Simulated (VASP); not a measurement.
Here is a VASP 6.6.1 calculation.

The input INCAR:

```
SYSTEM = Pb
PREC = Accurate
ENCUT = 500
EDIFF = 1E-7
ISMEAR = 0
SIGMA = 0.05
LREAL = .False.
LASPH = .True.
NELM = 120
ALGO = Normal
ISIF = 3
LWAVE = .False.
LCHARG = .False.
GGA = PE
IBRION = 2
NSW = 80
EDIFFG = -0.03
GGA_COMPAT = .False.
NELMIN = 4
```

KPOINTS

```
Automatic mesh
0
Gamma
  6 6 4
  0 0 0
```

The input POSCAR:

```
Pb
1.0
    3.4999338747      0.0000000000      0.0000000000
   -1.7499669373      3.0310316470      0.0000000000
    0.0000000000      0.0000000000      5.7165586620
Pb
2
Direct
    0.3333333333      0.6666666667      0.7500000000
    0.6666666667      0.3333333333      0.2500000000
```

Potentials or basis: VASP PAW PBE potentials, release 64 (Pb_d).

Launch:

```bash
$ cat potpaw_PBE.64/Pb_d/POTCAR > POTCAR
$ mpirun -np 1 vasp_std > vasp.out
```

(1) Predict the band gap on the k mesh.

(2) What does it give for the relaxed cell?

## Answers

(1) zero (bands 14 and 15 overlap by 6.95 eV).

(2) a = 3.566 Å, b = 3.566 Å, c = 5.826 Å, α = 90.00°, β = 90.00°, γ = 120.00°.

Caveat: spin-orbit coupling is left out, which moves the levels of the heavy elements.
